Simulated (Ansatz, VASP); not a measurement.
## BaTiO3: VASP beside Ansatz

```xyz
5
Lattice="3.9730 0.0000 0.0000 0.0000 3.9730 0.0000 0.0000 0.0000 3.9910" Properties=species:S:1:pos:R:3 pbc="T T T"
Ba    0.0000    0.0000    0.0000
Ti    1.9865    1.9865    1.9237
O     1.9865    1.9865    0.0639
O     1.9865    0.0000    2.0554
O     0.0000    1.9865    2.0554
```

Change from the starting cell: volume scaled by 0.98, crystal datasets.

Alike in both runs: task electric field gradients; functional PBEsol; k mesh 7 × 7 × 7; occupations fermi-dirac, width 0.08 eV; no spin polarisation.

|  | VASP | Ansatz |
| --- | --- | --- |
| version | VASP 6.6.1 | Ansatz 0.2.0 |
| potentials or method | VASP PAW PBE potentials, release 64 (Ba_sv, Ti_sv, O), cutoff 520 eV | all-electron PAW with datasets made for the crystal, scalar-relativistic |

```tsv
	VASP	Ansatz	Ansatz less VASP
pressure (GPa)	1.8	-0.2	-1.96
traceless stress, the component that is largest in VASP (GPa)	1.16	1.08	-0.077
rms of the force components (eV/Å)	0.091	0.093	+0.0022
size of Vzz on the site where it differs most (V/Å²)	2.3	1.8	-0.53
```

VASP's potentials were made for PBE, not for PBEsol. Atom by atom the forces differ by 0.020 eV/Å (rms over components). Ansatz ran all-electron here, and VASP with PAW potentials.

Neither program's run includes spin-orbit coupling.
